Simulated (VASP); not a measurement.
# Al4Co3Ni (Im-3m) in VASP: further runs

Runs on Al4Co3Ni. Level: PBE. Tasks: single point.

Everything below comes from runs of VASP 6.6.1. Logs are shortened: lines on timing, memory, paths and dates and some standing lists are left out, and cuts for length are marked.

### Step 1. The cell of the first run

Symmetry: Im-3m, No. 229, cubic system. The conventional cell has a = 5.614 Å, b = 5.614 Å, c = 5.614 Å, α = 90.00°, β = 90.00°, γ = 90.00°. Within 3.2 Å of Al (site symmetry -3m) lie 2 Ni at 2.43 Å and 6 Co at 2.43 Å and 6 Al at 2.81 Å. Within 3.2 Å of Ni (site symmetry m-3m) lie 8 Al at 2.43 Å and 6 Co at 2.81 Å. Within 3.2 Å of Co (site symmetry 4/mmm) lie 8 Al at 2.43 Å and 2 Ni at 2.81 Å and 4 Co at 2.81 Å.

### Step 2. Single point, PBE, collinear spin, ferromagnetic start (11.06 Å³/atom)

Contents of INCAR:

```
SYSTEM = Al4Co3Ni
PREC = Accurate
ENCUT = 520
EDIFF = 1E-6
ISMEAR = 0
SIGMA = 0.1
LREAL = .FALSE.
LASPH = .TRUE.
NELM = 150
ALGO = Normal
ISIF = 2
LWAVE = .FALSE.
LCHARG = .FALSE.
ISPIN = 2
MAGMOM = 0 0 0 0 0.12 0.35 0.35 0.35
LORBIT = 11
LMAXMIX = 4
GGA = PE
NBANDS = 38
```

Contents of KPOINTS:

```
regular mesh
0
G
  10 10 10
  0 0 0
```

Contents of POSCAR:

```
Al4Co3Ni
1.0
   -2.8069468847      2.8069468847      2.8069468847
    2.8069468847     -2.8069468847      2.8069468847
    2.8069468847      2.8069468847     -2.8069468847
Al Ni Co
4 1 3
Direct
    0.0000000000      0.5000000000      0.0000000000
    0.5000000000      0.0000000000      0.0000000000
    0.5000000000      0.5000000000      0.5000000000
    0.0000000000      0.0000000000      0.5000000000
    0.0000000000      0.0000000000      0.0000000000
    0.5000000000      0.0000000000      0.5000000000
    0.0000000000      0.5000000000      0.5000000000
    0.5000000000      0.5000000000      0.0000000000
```

Potentials or basis: VASP PAW PBE potentials, release 64 (Al, Ni, Co).

Started as:

```
> cat potpaw_PBE.64/Al/POTCAR potpaw_PBE.64/Ni/POTCAR potpaw_PBE.64/Co/POTCAR > POTCAR
> mpirun -np 1 vasp_std > vasp.out
```

OUTCAR:

```text
SYSTEM = Al4Co3Ni
   PREC = Accurate
   ENCUT = 520
   EDIFF = 1E-6
   ISMEAR = 0
   LREAL = .FALSE.
   LASPH = .TRUE.
   NELM = 150
   ISIF = 2
   ISPIN = 2
   LORBIT = 11
   GGA = PE

 ion  position               nearest neighbor table
   1  0.000  0.500  0.000-   5 2.43   6 2.43   7 2.43   8 2.43   7 2.43   5 2.43   8 2.43   6 2.43
                             4 2.81   4 2.81   2 2.81   3 2.81   2 2.81   3 2.81
   2  0.500  0.000  0.000-   5 2.43   6 2.43   7 2.43   8 2.43   6 2.43   8 2.43   5 2.43   7 2.43
                             4 2.81   3 2.81   1 2.81   4 2.81   1 2.81   3 2.81
   3  0.500  0.500  0.500-   5 2.43   6 2.43   7 2.43   8 2.43   8 2.43   6 2.43   7 2.43   5 2.43
                             4 2.81   2 2.81   1 2.81   1 2.81   4 2.81   2 2.81
   4  0.000  0.000  0.500-   5 2.43   6 2.43   7 2.43   8 2.43   5 2.43   7 2.43   6 2.43   8 2.43
                             3 2.81   1 2.81   1 2.81   2 2.81   3 2.81   2 2.81
   5  0.000  0.000  0.000-   1 2.43   2 2.43   3 2.43   4 2.43   4 2.43   1 2.43   2 2.43   3 2.43
                             7 2.81   7 2.81   8 2.81   6 2.81   8 2.81   6 2.81
   6  0.500  0.000  0.500-   1 2.43   2 2.43   3 2.43   4 2.43   2 2.43   3 2.43   4 2.43   1 2.43
                             7 2.81   8 2.81   8 2.81   5 2.81   7 2.81   5 2.81
   7  0.000  0.500  0.500-   1 2.43   2 2.43   3 2.43   4 2.43   1 2.43   4 2.43   3 2.43   2 2.43
                             6 2.81   5 2.81   8 2.81   8 2.81   6 2.81   5 2.81
   8  0.500  0.500  0.000-   1 2.43   2 2.43   3 2.43   4 2.43   3 2.43   2 2.43   1 2.43   4 2.43
                             6 2.81   6 2.81   7 2.81   7 2.81   5 2.81   5 2.81

  LATTYP: Found a body centered cubic cell.
 ALAT       =     5.6138937694

  Lattice vectors:

 A1 = (  -2.8069468847,   2.8069468847,   2.8069468847)
 A2 = (   2.8069468847,  -2.8069468847,   2.8069468847)
 A3 = (   2.8069468847,   2.8069468847,  -2.8069468847)

Analysis of symmetry for initial positions (statically):
=====================================================================
 Subroutine PRICEL returns:
 Original cell was already a primitive cell.

 Routine SETGRP: Setting up the symmetry group for a
 body centered cubic supercell.

 Subroutine GETGRP returns: Found 48 space group operations
 (whereof 48 operations were pure point group operations)
 out of a pool of 48 trial point group operations.

The static configuration has the point symmetry O_h .

Analysis of symmetry for dynamics (positions and initial velocities):
=====================================================================
 Subroutine PRICEL returns:
 Original cell was already a primitive cell.

 Routine SETGRP: Setting up the symmetry group for a
 body centered cubic supercell.

 Subroutine GETGRP returns: Found 48 space group operations
 (whereof 48 operations were pure point group operations)
 out of a pool of 48 trial point group operations.

The dynamic configuration has the point symmetry O_h .

Analysis of structural, dynamic, and magnetic symmetry:
=====================================================================
 Subroutine PRICEL returns:
 Original cell was already a primitive cell.

 Routine SETGRP: Setting up the symmetry group for a
 body centered cubic supercell.

 Subroutine GETGRP returns: Found 48 space group operations
 (whereof 48 operations were pure point group operations)
 out of a pool of 48 trial point group operations.

The overall configuration has the point symmetry O_h .

 Subroutine INISYM returns: Found 48 space group operations
 (whereof 48 operations are pure point group operations),
 and found     1 'primitive' translations

----------------------------------------------------------------------------------------

                                     Primitive cell

  volume of cell :      88.4632

  direct lattice vectors                    reciprocal lattice vectors
    -2.806946885  2.806946885  2.806946885     0.000000000  0.178129484  0.178129484
     2.806946885 -2.806946885  2.806946885     0.178129484  0.000000000  0.178129484
     2.806946885  2.806946885 -2.806946885     0.178129484  0.178129484  0.000000000

  length of vectors
     4.861774618  4.861774618  4.861774618     0.251913132  0.251913132  0.251913132

  position of ions in fractional coordinates (direct lattice)
     0.000000000  0.500000000  0.000000000
     0.500000000  0.000000000  0.000000000
     0.500000000  0.500000000  0.500000000
[... 78 lines left out ...]
 SYSTEM =  Al4Co3Ni
   PREC   = accura    normal or accurate (medium, high low for compatibility)
   ISTART =      0    job   : 0-new  1-cont  2-samecut
   ICHARG =      2    charge: 1-file 2-atom 10-const
   ISPIN  =      2    spin polarized calculation?
   LNONCOLLINEAR =      F non collinear calculations
   LSORBIT =      F    spin-orbit coupling
   LASPH  =      T    aspherical Exc in radial PAW
   ENCUT  =  520.0 eV  38.22 Ry    6.18 a.u.   9.04  9.04  9.04*2*pi/ulx,y,z
   NELM   =    150;   NELMIN=  2; NELMDL= -5     # of ELM steps
   EDIFF  = 0.1E-05   stopping-criterion for ELM
   LREAL  =      F    real-space projection
   EDIFFG = 0.1E-04   stopping-criterion for IOM
   NSW    =      0    number of steps for IOM
   IBRION =     -1    ionic relax: 0-MD 1-quasi-New 2-CG
   NFREE  =      0    steps in history (QN), initial steepest desc. (CG)
   ISIF   =      2    stress and relaxation
   ISYM   =      2    0-nonsym 1-usesym 2-fastsym
   POTIM  = 0.5000    time-step for ionic-motion
   TEBEG  =    0.0;   TEEND  =   0.0 temperature during run
   PSTRESS=    0.0 pullay stress
   NELECT =      49.0000    total number of electrons
   NUPDOWN=      -1.0000    fix difference up-down
   EMIN   =  10.00;   EMAX   =-10.00  energy-range for DOS
   EFERMI =   0.00;   METHOD = LEGACY
   ISMEAR =     0;   SIGMA  =   0.10  broadening in eV -4-tet -1-fermi 0-gaus
   EFERMI_NEDOS =   21; number of points for ismear=-14 and -15
   IALGO  =     38    algorithm
   IMIX   =      4    mixing-type and parameters
     AMIX     =   0.40;   BMIX     =  1.00
     AMIX_MAG =   1.60;   BMIX_MAG =  1.00
  volume/ion in A,a.u.               =      11.06        74.62
  Fermi-wavevector in a.u.,A,eV,Ry     =   1.344475  2.540689 24.594061  1.807612
  Thomas-Fermi vector in A             =   2.472465
   LORBIT       =     11    0 simple, 1 ext, 2 COOP (PROOUT), +10 PAW based schemes
   GGA     = PE    functional components
   LHFCALC =     F    Hartree Fock is set to
   AEXX    =    0.0000 exact exchange contribution
   IVDW    =     0    specifies the selected vdW correction
   LEPSILON=     F    determine dielectric tensor
   LRPA    =     F    only Hartree local field effects (RPA)
 spin polarized calculation
 Gauss-broadening in eV      SIGMA  =   0.10
  energy-cutoff  :      520.00
  volume of cell :       88.46
 maximum number of plane-waves:      2404
   NGX = 19   NGY = 19   NGZ = 19

 number of electron      48.9999970 magnetization       0.7248260

 Free energy of the ion-electron system (eV)
  ---------------------------------------------------
  ext. energy  EPLUGINS =         0.00000000
  ---------------------------------------------------
  free energy    TOTEN  =       -46.21371365 eV

  energy without entropy =      -46.18918961  energy(sigma->0) =      -46.20145163

 E-fermi :  11.1672     XC(G=0): -12.4738

 val. band max:       11.1619920131   @ k =   0.5000   0.0000   0.0000
 cond. band min:      11.1684723539   @ k =  -0.2000   0.2000   0.1000
 fundamental gap:      0.0064803409
 Fermi energy:        11.1672324439

 spin component 1

 k-point     1 :       0.0000    0.0000    0.0000
  band No.  band energies     occupation
      1      -0.2949      1.00000
      2       5.6305      1.00000
      3       5.6305      1.00000
      4       5.6305      1.00000
      5       7.5846      1.00000
      6       7.5846      1.00000
[... 925 lines left out ...]
     35      17.3892      0.00000
     36      18.5583      0.00000

 [... further k-points ...]

 spin component 2

 k-point     1 :       0.0000    0.0000    0.0000
  band No.  band energies     occupation
      1      -0.3037      1.00000
      2       5.6622      1.00000
      3       5.6622      1.00000
      4       5.6622      1.00000
      5       7.7107      1.00000
      6       7.7107      1.00000
[... 925 lines left out ...]
     35      17.4252      0.00000
     36      18.5576      0.00000

 [... further k-points ...]

 [bands above 36 left out]

------------------------ aborting loop because EDIFF is reached ----------------------------------------

  FORCE on cell =-STRESS in cart. coord.  units (eV):
  Direction    XX          YY          ZZ          XY          YZ          ZX
  --------------------------------------------------------------------------------------
  -------------------------------------------------------------------------------------
  Total        6.5528969      6.5528969      6.5528969     -0.0000000      0.0000000      0.0000000
  in kB      118.6810391    118.6810391    118.6810391     -0.0000000      0.0000000      0.0000000
  external PRESSURE =     118.6810391 kB  Pullay stress =       0.0000000 kB

 VOLUME and BASIS-vectors are now :
 -----------------------------------------------------------------------------
  energy-cutoff  :      520.00
  volume of cell :       88.46
      direct lattice vectors                 reciprocal lattice vectors
    -2.806946885  2.806946885  2.806946885     0.000000000  0.178129484  0.178129484
     2.806946885 -2.806946885  2.806946885     0.178129484  0.000000000  0.178129484
     2.806946885  2.806946885 -2.806946885     0.178129484  0.178129484  0.000000000

 POSITION                                       TOTAL-FORCE (eV/Angst)
 -----------------------------------------------------------------------------------
      1.40347     -1.40347      1.40347         0.000000     -0.000000      0.000000
     -1.40347      1.40347      1.40347         0.000000     -0.000000      0.000000
      1.40347      1.40347      1.40347         0.000000     -0.000000      0.000000
      1.40347      1.40347     -1.40347         0.000000     -0.000000      0.000000
      0.00000      0.00000      0.00000         0.000000     -0.000000      0.000000
      0.00000      2.80695      0.00000        -0.000000      0.000000     -0.000000
      2.80695      0.00000      0.00000        -0.000000     -0.000000     -0.000000
      0.00000      0.00000      2.80695        -0.000000      0.000000      0.000000
 -----------------------------------------------------------------------------------
    total drift:                                0.000000      0.000000     -0.000000

  FREE ENERGIE OF THE ION-ELECTRON SYSTEM (eV)
  ---------------------------------------------------
  free  energy   TOTEN  =       -46.2137136486 eV

  energy  without entropy=      -46.1891896082  energy(sigma->0) =      -46.20145163

 total charge

# of ion       s       p       d       tot
------------------------------------------
    1        0.399   0.450   0.000   0.849
    2        0.399   0.450   0.000   0.849
    3        0.399   0.450   0.000   0.849
    4        0.399   0.450   0.000   0.849
    5        0.505   0.592   8.494   9.592
    6        0.456   0.543   7.547   8.546
    7        0.456   0.543   7.547   8.546
    8        0.456   0.543   7.547   8.546
--------------------------------------------------
tot          3.468   4.022  31.135  38.625

 magnetization (x)

# of ion       s       p       d       tot
------------------------------------------
    1       -0.001  -0.001   0.000  -0.002
    2       -0.001  -0.001   0.000  -0.002
    3       -0.001  -0.001   0.000  -0.002
    4       -0.001  -0.001   0.000  -0.002
    5        0.002  -0.003   0.076   0.075
    6        0.004  -0.003   0.236   0.237
    7        0.004  -0.003   0.236   0.237
    8        0.004  -0.003   0.236   0.237
--------------------------------------------------
tot          0.010  -0.016   0.784   0.778
```

Run time: 2.6 min. Hardware: 1 thread of Intel Xeon 6975P-C (Granite Rapids), shared host; peak memory 0.4 GiB.

Results:

| Property | Result |
| --- | --- |
| Free energy | -46.2137 eV |
| Pressure | 11.9 GPa |
| Net moment | 0.72 μB per cell |
| Site moments | Al -0.00; Ni +0.07; Co +0.24 μB |
| Valence electrons inside the program's atomic spheres | Al 0.85; Ni 9.59; Co 8.55 |

Levels at points of the mesh, in eV from the Fermi level:
Spin up:
```tsv
k point	band 21	band 22	band 23	band 24	band 25	band 26	band 27	band 28	band 29	band 30
(0.00, 0.00, 0.00)	-1.63	-1.07	-1.07	-1.07	-0.70	-0.70	-0.47	2.18	2.32	2.32
(0.50, 0.00, 0.00)	-1.40	-1.29	-0.87	-0.79	-0.23	0.12	1.45	1.63	3.28	3.54
(0.50, 0.50, 0.50)	-0.97	-0.67	-0.67	-0.16	-0.16	0.07	2.28	2.28	2.28	4.53
```
Spin down:
```csv
k point,band 22,band 23,band 24,band 25,band 26,band 27
"(0.00, 0.00, 0.00)",-0.93,-0.93,-0.93,-0.43,-0.43,0.03
"(0.50, 0.00, 0.00)",-1.15,-0.77,-0.70,-0.01,0.50,1.59
"(0.50, 0.50, 0.50)",-0.41,-0.41,0.29,0.29,0.37,2.28
```

Caveat: the cell stands under pressure.

### Step 3. Single point, PBE, collinear spin, ferromagnetic start (11.41 Å³/atom)

This run uses another cell than the first one, of 11.41 Å³/atom.

Contents of INCAR:

```
SYSTEM = Al4Co3Ni
  PREC = Accurate
  ENCUT = 520
  EDIFF = 1E-6
  ISMEAR = 0
  SIGMA = 0.1
  LREAL = .FALSE.
  LASPH = .TRUE.
  NELM = 150
  ALGO = Normal
  ISIF = 2
  LWAVE = .FALSE.
  LCHARG = .TRUE.
  ISPIN = 2
  MAGMOM = 0 0 0 0 0.12 0.35 0.35 0.35
  LORBIT = 11
  LMAXMIX = 4
  GGA = PE
  LELF = .TRUE.
  LVHAR = .TRUE.
  NBANDS = 38
```

KPOINTS is that of step 2.

POSCAR, as its differences from that of step 2:

```diff
@@ -2,5 +2,5 @@
 1.0
-   -2.8069468847      2.8069468847      2.8069468847
-    2.8069468847     -2.8069468847      2.8069468847
-    2.8069468847      2.8069468847     -2.8069468847
+   -2.8364958654      2.8364958654      2.8364958654
+    2.8364958654     -2.8364958654      2.8364958654
+    2.8364958654      2.8364958654     -2.8364958654
 Al Ni Co
```

Potentials or basis: VASP PAW PBE potentials, release 64 (Al, Ni, Co).

Started as:

```
> cat potpaw_PBE.64/Al/POTCAR potpaw_PBE.64/Ni/POTCAR potpaw_PBE.64/Co/POTCAR > POTCAR
> mpirun -np 1 vasp_std > vasp.out
```

Run time: 3.8 min. Hardware: 1 thread of Intel Xeon 6975P-C (Granite Rapids), shared host; peak memory 0.45 GiB.

It converged, with:

```
Free energy                                           : -46.3654 eV
Pressure                                              : 5.4 GPa
Net moment                                            : 0.84 μB per cell
Site moments                                          : Al -0.00; Ni +0.09; Co +0.28 μB
Valence electrons inside the program's atomic spheres : Al 0.83; Ni 9.53; Co 8.48
```

Levels at points of the mesh, in eV from the Fermi level:
Spin up:
```
           k point  band 23  band 24  band 25  band 26  band 27  band 28
(0.00, 0.00, 0.00)    -1.02    -1.02    -0.70    -0.70    -0.48     2.09
(0.50, 0.00, 0.00)    -0.83    -0.75    -0.24     0.08     1.40     1.57
(0.50, 0.50, 0.50)    -0.67    -0.18    -0.18     0.03     2.30     2.30
```
Spin down:
```
           k point  band 20  band 21  band 22  band 23  band 24  band 25  band 26  band 27  band 28  band 29
(0.00, 0.00, 0.00)    -1.40    -1.40    -0.87    -0.87    -0.87    -0.37    -0.37     0.08     2.28     2.43
(0.50, 0.00, 0.00)    -1.44    -1.19    -1.07    -0.72    -0.64     0.02     0.52     1.56     1.78     3.22
(0.50, 0.50, 0.50)    -0.78    -0.78    -0.36    -0.36     0.32     0.32     0.40     2.29     2.29     2.29
```

Caveat: the cell stands under pressure.

(Continued in part 2 of 2.)
